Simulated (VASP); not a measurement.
Set up this calculation in VASP 6.6.1, as the native input.

- Task: single point
- Functional: LDA
- Potentials or basis: VASP PAW LDA potentials, release 64 (Li_sv)
- Cutoff: 520 eV
- k mesh: 16 × 16 × 16
- Occupations: fermi-dirac, width 0.05 eV
- Spin: no spin polarisation
- Dipole correction: no
- Further INCAR settings: ALGO = Normal; EDIFF = 1e-06; NBANDS = 10

The structure of Li lies in POSCAR:

```
Li
1.0
   -2.5184951516      2.5184951516      1.3775083580
    2.5184951516     -2.5184951516      1.3775083580
    2.5184951516      2.5184951516     -1.3775083580
Li
2
Direct
   -0.3750000000     -0.1250000000     -0.2500000000
    0.3750000000      0.1250000000      0.2500000000
```

One way to write it, as run:

INCAR

```
PREC = Accurate ; ENCUT = 520
EDIFF = 1E-6 ; ISMEAR = -1
SIGMA = 0.05 ; LREAL = False
LASPH = True ; NELM = 100
ALGO = Normal ; ISIF = 2
LWAVE = False ; LCHARG = True
LELF = True ; LVHAR = True
NBANDS = 10
```

KPOINTS

```
Automatic mesh
0
Gamma
  16 16 16
```

Potentials or basis: VASP PAW LDA potentials, release 64 (Li_sv).

The run is started by

```sh
$ cat potpaw_LDA.64/Li_sv/POTCAR > POTCAR
$ mpirun -np 1 vasp_std > vasp.out
```

Results of the run:

```yaml
Band_gap_on_the_k_mesh: zero (bands 3 and 4 overlap by 2.80 eV)
```

Wall time 60 s on 1 thread of AMD EPYC 9R45 96-Core Processor (Zen 5) (shared host), peak memory 0.17 GiB.
